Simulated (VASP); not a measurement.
# Os3Au (Pm-3m) in VASP: further runs

Os3Au is run at these levels: PBE; tasks: single point.

Everything below comes from runs of VASP 6.6.1. Logs are shortened: lines on timing, memory, paths and dates and some standing lists are left out, and cuts for length are marked.

## 1. The cell of the first run

Symmetry: Pm-3m, No. 221, cubic system. The conventional cell has a = 3.914 Å, b = 3.914 Å, c = 3.914 Å, α = 90.00°, β = 90.00°, γ = 90.00°. Within 3.6 Å of Os (site symmetry 4/mmm) lie 8 Os at 2.77 Å and 4 Au at 2.77 Å. Within 3.6 Å of Au (site symmetry m-3m) lie 12 Os at 2.77 Å.

The cell was generated, and may not be a known phase.

## 2. Single point, PBE

Contents of INCAR:

```
SYSTEM = Os3Au
  ALGO = Normal
  EDIFF = 1E-6
  ENCUT = 600
  GGA = PE
  GGA_COMPAT = .FALSE.
  ISIF = 2
  ISMEAR = 0
  LASPH = .TRUE.
  LCHARG = .FALSE.
  LREAL = .FALSE.
  LWAVE = .FALSE.
  NBANDS = 26
  NELM = 120
  PREC = Accurate
  SIGMA = 0.2
```

Contents of KPOINTS:

```
k-points
0
G
  5 5 5
  0 0 0
```

Contents of POSCAR:

```
Os3Au
1.0
    3.9135530993      0.0000000000      0.0000000000
    0.0000000000      3.9135530993      0.0000000000
    0.0000000000      0.0000000000      3.9135530993
Os Au
3 1
Direct
    0.5000000000      0.0000000000      0.5000000000
    0.0000000000      0.5000000000      0.5000000000
    0.5000000000      0.5000000000      0.0000000000
    0.0000000000      0.0000000000      0.0000000000
```

Potentials or basis: VASP PAW PBE potentials, release 64 (Os, Au).

The run is started by

```bash
cat potpaw_PBE.64/Os/POTCAR potpaw_PBE.64/Au/POTCAR > POTCAR
mpirun -np 1 vasp_std > vasp.out
```

OUTCAR:

```text
SYSTEM = Os3Au
   EDIFF = 1E-6
   ENCUT = 600
   GGA = PE
   ISIF = 2
   ISMEAR = 0
   LASPH = .TRUE.
   LREAL = .FALSE.
   NELM = 120
   PREC = Accurate

 ion  position               nearest neighbor table
   1  0.500  0.000  0.500-   2 2.77   3 2.77   4 2.77   3 2.77   4 2.77   2 2.77   3 2.77   3 2.77
                             2 2.77   4 2.77   4 2.77   2 2.77
   2  0.000  0.500  0.500-   1 2.77   3 2.77   4 2.77   3 2.77   4 2.77   1 2.77   4 2.77   4 2.77
                             1 2.77   3 2.77   3 2.77   1 2.77
   3  0.500  0.500  0.000-   1 2.77   2 2.77   4 2.77   1 2.77   2 2.77   1 2.77   4 2.77   1 2.77
                             2 2.77   4 2.77   2 2.77   4 2.77
   4  0.000  0.000  0.000-   1 2.77   2 2.77   3 2.77   1 2.77   2 2.77   2 2.77   3 2.77   2 2.77
                             1 2.77   3 2.77   1 2.77   3 2.77

  LATTYP: Found a simple cubic cell.
 ALAT       =     3.9135530993

  Lattice vectors:

 A1 = (   3.9135530993,   0.0000000000,   0.0000000000)
 A2 = (   0.0000000000,   3.9135530993,   0.0000000000)
 A3 = (   0.0000000000,   0.0000000000,   3.9135530993)

Analysis of symmetry for initial positions (statically):
=====================================================================
 Subroutine PRICEL returns:
 Original cell was already a primitive cell.

 Routine SETGRP: Setting up the symmetry group for a
 simple cubic supercell.

 Subroutine GETGRP returns: Found 48 space group operations
 (whereof 48 operations were pure point group operations)
 out of a pool of 48 trial point group operations.

The static configuration has the point symmetry O_h .

Analysis of symmetry for dynamics (positions and initial velocities):
=====================================================================
 Subroutine PRICEL returns:
 Original cell was already a primitive cell.

 Routine SETGRP: Setting up the symmetry group for a
 simple cubic supercell.

 Subroutine GETGRP returns: Found 48 space group operations
 (whereof 48 operations were pure point group operations)
 out of a pool of 48 trial point group operations.

The dynamic configuration has the point symmetry O_h .

 Subroutine INISYM returns: Found 48 space group operations
 (whereof 48 operations are pure point group operations),
 and found     1 'primitive' translations

----------------------------------------------------------------------------------------

                                     Primitive cell

  volume of cell :      59.9396

  direct lattice vectors                    reciprocal lattice vectors
     3.913553099  0.000000000  0.000000000     0.255522277  0.000000000  0.000000000
     0.000000000  3.913553099  0.000000000     0.000000000  0.255522277  0.000000000
     0.000000000  0.000000000  3.913553099     0.000000000  0.000000000  0.255522277

  length of vectors
     3.913553099  3.913553099  3.913553099     0.255522277  0.255522277  0.255522277

  position of ions in fractional coordinates (direct lattice)
     0.500000000  0.000000000  0.500000000
     0.000000000  0.500000000  0.500000000
     0.500000000  0.500000000  0.000000000
     0.000000000  0.000000000  0.000000000

  ion indices of the primitive-cell ions
   primitive index   ion index
                 1           1
                 2           2
                 3           3
                 4           4

----------------------------------------------------------------------------------------

 KPOINTS: k-points

Automatic generation of k-mesh.
 Grid dimensions read from file:
 generate k-points for:    5    5    5

 Generating k-lattice:

  Cartesian coordinates                     Fractional coordinates (reciprocal lattice)
     0.051104455  0.000000000  0.000000000     0.200000000  0.000000000  0.000000000
     0.000000000  0.051104455  0.000000000     0.000000000  0.200000000  0.000000000
     0.000000000  0.000000000  0.051104455     0.000000000  0.000000000  0.200000000

  Length of vectors
     0.051104455  0.051104455  0.051104455

  Shift w.r.t. Gamma in fractional coordinates (k-lattice)
     0.000000000  0.000000000  0.000000000

 Subroutine IBZKPT returns following result:
 ===========================================

 Found     10 irreducible k-points:

 Following reciprocal coordinates:
            Coordinates               Weight
  0.000000  0.000000  0.000000      1.000000
  0.200000  0.000000  0.000000      6.000000
  0.400000  0.000000  0.000000      6.000000
  0.200000  0.200000  0.000000     12.000000
  0.400000  0.200000  0.000000     24.000000
  0.400000  0.400000  0.000000     12.000000
  0.200000  0.200000  0.200000      8.000000
  0.400000  0.200000  0.200000     24.000000
  0.400000  0.400000  0.200000     24.000000
  0.400000  0.400000  0.400000      8.000000
   k-points           NKPTS =     10   k-points in BZ     NKDIM =     10   number of bands    NBANDS=     26
   number of dos      NEDOS =    301   number of ions     NIONS =      4
   total plane-waves  NPLWV =  32768
   dimension x,y,z NGX =    32 NGY =   32 NGZ =   32
   dimension x,y,z NGXF=    64 NGYF=   64 NGZF=   64
   ions per type =               3   1
   NGX,Y,Z   is equivalent  to a cutoff of  13.59, 13.59, 13.59 a.u.
   NGXF,Y,Z  is equivalent  to a cutoff of  27.19, 27.19, 27.19 a.u.
 SYSTEM =  Os3Au
   PREC   = accura    normal or accurate (medium, high low for compatibility)
   ISTART =      0    job   : 0-new  1-cont  2-samecut
   ICHARG =      2    charge: 1-file 2-atom 10-const
   ISPIN  =      1    spin polarized calculation?
   LNONCOLLINEAR =      F non collinear calculations
   LSORBIT =      F    spin-orbit coupling
   LASPH  =      T    aspherical Exc in radial PAW
   ENCUT  =  600.0 eV  44.10 Ry    6.64 a.u.   7.82  7.82  7.82*2*pi/ulx,y,z
   NELM   =    120;   NELMIN=  2; NELMDL= -5     # of ELM steps
   EDIFF  = 0.1E-05   stopping-criterion for ELM
   LREAL  =      F    real-space projection
[... 7 lines left out ...]
   TEBEG  =    0.0;   TEEND  =   0.0 temperature during run
   PSTRESS=    0.0 pullay stress
   NELECT =      35.0000    total number of electrons
   NUPDOWN=      -1.0000    fix difference up-down
   EMIN   =  10.00;   EMAX   =-10.00  energy-range for DOS
   EFERMI =   0.00;   METHOD = LEGACY
   ISMEAR =     0;   SIGMA  =   0.20  broadening in eV -4-tet -1-fermi 0-gaus
   EFERMI_NEDOS =   21; number of points for ismear=-14 and -15
   IALGO  =     38    algorithm
   IMIX   =      4    mixing-type and parameters
     AMIX     =   0.40;   BMIX     =  1.00
     AMIX_MAG =   1.60;   BMIX_MAG =  1.00
  volume/ion in A,a.u.               =      14.98       101.12
  Fermi-wavevector in a.u.,A,eV,Ry     =   1.368337  2.585781 25.474802  1.872345
  Thomas-Fermi vector in A             =   2.494310
   LORBIT       =      0    0 simple, 1 ext, 2 COOP (PROOUT), +10 PAW based schemes
   GGA     = PE    functional components
   LHFCALC =     F    Hartree Fock is set to
   AEXX    =    0.0000 exact exchange contribution
   IVDW    =     0    specifies the selected vdW correction
   LEPSILON=     F    determine dielectric tensor
   LRPA    =     F    only Hartree local field effects (RPA)
 non-spin polarized calculation
 Gauss-broadening in eV      SIGMA  =   0.20
  energy-cutoff  :      600.00
  volume of cell :       59.94
 maximum number of plane-waves:      2007
 NGX is ok and might be reduce to    32
   NGX = 15   NGY = 15   NGZ = 15

 number of electron      34.9999994 magnetization

 Free energy of the ion-electron system (eV)
  ---------------------------------------------------
  ext. energy  EPLUGINS =         0.00000000
  ---------------------------------------------------
  free energy    TOTEN  =       -34.36086665 eV

  energy without entropy =      -34.24852096  energy(sigma->0) =      -34.30469381

 E-fermi :   9.5634     XC(G=0): -13.6280

 val. band max:        9.4529700319   @ k =   0.2000   0.2000   0.0000
 cond. band min:       9.5980961829   @ k =   0.4000   0.2000   0.0000
 fundamental gap:      0.1451261510
 Fermi energy:         9.5633985225

 k-point     1 :       0.0000    0.0000    0.0000
  band No.  band energies     occupation
      1      -1.3511      2.00000
      2       1.3896      2.00000
      3       1.3896      2.00000
      4       2.0131      2.00000
      5       2.0131      2.00000
      6       2.0131      2.00000
[... 18 lines left out ...]
     25      18.2168      0.00000
     26      19.9026      0.00000

 k-point     2 :       0.2000    0.0000    0.0000
  band No.  band energies     occupation
      1      -0.7973      2.00000
      2       1.6715      2.00000
      3       1.7152      2.00000
      4       2.1898      2.00000
      5       2.3294      2.00000
      6       2.3294      2.00000
[... 18 lines left out ...]
     25      17.1825      0.00000
     26      18.9046      0.00000

 k-point     3 :       0.4000    0.0000    0.0000
  band No.  band energies     occupation
      1       0.6326      2.00000
      2       1.9909      2.00000
      3       2.3411      2.00000
      4       2.5633      2.00000
      5       3.1024      2.00000
      6       3.1024      2.00000
[... 18 lines left out ...]
     25      16.8421      0.00000
     26      18.2211      0.00000

 k-point     4 :       0.2000    0.2000    0.0000
  band No.  band energies     occupation
      1      -0.2866      2.00000
      2       1.9276      2.00000
      3       2.0097      2.00000
      4       2.4245      2.00000
      5       2.5262      2.00000
      6       2.5900      2.00000
[... 18 lines left out ...]
     25      16.2333      0.00000
     26      19.5902      0.00000
[... 90 lines left out ...]
      1       1.2098      2.00000
      2       2.1986      2.00000
      3       2.5092      2.00000
      4       3.0374      2.00000
      5       3.1706      2.00000
      6       3.4220      2.00000
[... 18 lines left out ...]
     25      15.8213      0.00000
     26      16.5128      0.00000

 k-point     9 :       0.4000    0.4000    0.2000
  band No.  band energies     occupation
      1       1.6616      2.00000
      2       2.1421      2.00000
      3       2.2399      2.00000
      4       2.7190      2.00000
      5       3.3266      2.00000
      6       3.8342      2.00000
[... 18 lines left out ...]
     25      16.3749      0.00000
     26      18.2534      0.00000

 k-point    10 :       0.4000    0.4000    0.4000
  band No.  band energies     occupation
      1       1.4277      2.00000
      2       1.6631      2.00000
      3       1.6631      2.00000
      4       1.8938      2.00000
      5       3.7008      2.00000
      6       3.7008      2.00000
[... 18 lines left out ...]
     25      15.8138      0.00000
     26      16.8284      0.00000

------------------------ aborting loop because EDIFF is reached ----------------------------------------

  FORCE on cell =-STRESS in cart. coord.  units (eV):
  Direction    XX          YY          ZZ          XY          YZ          ZX
  --------------------------------------------------------------------------------------
  -------------------------------------------------------------------------------------
  Total        0.0277193      0.0277193      0.0277193     -0.0000000      0.0000000      0.0000000
  in kB        0.7409329      0.7409329      0.7409329     -0.0000000      0.0000000      0.0000000
  external PRESSURE =       0.7409329 kB  Pullay stress =       0.0000000 kB

 VOLUME and BASIS-vectors are now :
 -----------------------------------------------------------------------------
  energy-cutoff  :      600.00
  volume of cell :       59.94
      direct lattice vectors                 reciprocal lattice vectors
     3.913553099  0.000000000  0.000000000     0.255522277  0.000000000  0.000000000
     0.000000000  3.913553099  0.000000000     0.000000000  0.255522277  0.000000000
     0.000000000  0.000000000  3.913553099     0.000000000  0.000000000  0.255522277

 POSITION                                       TOTAL-FORCE (eV/Angst)
 -----------------------------------------------------------------------------------
      1.95678      0.00000      1.95678         0.000000      0.000000      0.000000
      0.00000      1.95678      1.95678         0.000000      0.000000      0.000000
      1.95678      1.95678      0.00000         0.000000      0.000000      0.000000
      0.00000      0.00000      0.00000         0.000000      0.000000      0.000000
 -----------------------------------------------------------------------------------
    total drift:                                0.000000     -0.000000     -0.000000

  FREE ENERGIE OF THE ION-ELECTRON SYSTEM (eV)
  ---------------------------------------------------
  free  energy   TOTEN  =       -34.3608666537 eV

  energy  without entropy=      -34.2485209590  energy(sigma->0) =      -34.30469381
```

Wall time 17 s (1 thread of Intel Xeon 8259CL, shared host); peak memory 0.18 GiB.

What came out:

```
Free energy            : -34.3609 eV
Pressure               : 0.1 GPa
Band gap on the k mesh : zero (an odd number of electrons rules out a gap without spin polarisation)
```

Caveat: spin-orbit coupling is left out, which moves the levels of the heavy elements.

## 3. Single point, PBE

Contents of INCAR:

```
SYSTEM = Os3Au
PREC = Accurate
ENCUT = 600
EDIFF = 1E-6
ISMEAR = 0
SIGMA = 0.1
LREAL = .FALSE.
LASPH = .TRUE.
NELM = 120
ALGO = Normal
ISIF = 2
LWAVE = .FALSE.
LCHARG = .TRUE.
GGA = PE
LELF = .TRUE.
LVHAR = .TRUE.
NBANDS = 26
GGA_COMPAT = .FALSE.
```

Contents of KPOINTS:

```
Automatic mesh
0
G
  4 4 4
  0 0 0
```

POSCAR is that of step 2.

Potentials or basis: VASP PAW PBE potentials, release 64 (Os, Au).

The run is started by

```bash
cat potpaw_PBE.64/Os/POTCAR potpaw_PBE.64/Au/POTCAR > POTCAR
mpirun -np 1 vasp_std > vasp.out
```

It took 16 s on 1 thread of Intel Xeon 8259CL, shared host; peak memory 0.18 GiB.

It converged, with:

```yaml
Free_energy: -34.1458 eV
Pressure: 0.8 GPa
Band_gap_on_the_k_mesh: zero (an odd number of electrons rules out a gap without spin polarisation)
```

Levels at points of the mesh, in eV from the Fermi level:
| k point | band 13 | band 14 | band 15 | band 16 | band 17 | band 18 | band 19 | band 20 | band 21 | band 22 |
| --- | --- | --- | --- | --- | --- | --- | --- | --- | --- | --- |
| (0.00, 0.00, 0.00) | 0.39 | 0.39 | 0.39 | 0.88 | 0.88 | 1.28 | 1.28 | 1.28 | 1.85 | 2.54 |
| (0.50, 0.00, 0.00) | -2.25 | -2.25 | -1.56 | -1.40 | -1.05 | -1.05 | -1.03 | 0.23 | 0.73 | 2.55 |
| (0.50, 0.50, 0.00) | -3.99 | -1.90 | -1.90 | -1.62 | -1.60 | -1.60 | -0.46 | -0.44 | 1.26 | 1.95 |
| (0.50, 0.50, 0.50) | -1.22 | -1.22 | -1.22 | -0.50 | 0.11 | 0.11 | 0.11 | 0.53 | 0.53 | 1.91 |

Caveat: the k points lie up to 0.40 Å⁻¹ apart, too coarse for converged energies and pressures of a metal; spin-orbit coupling is left out, which moves the levels of the heavy elements.

The gap in the log of VASP goes by the Fermi energy; the results here count the filled bands.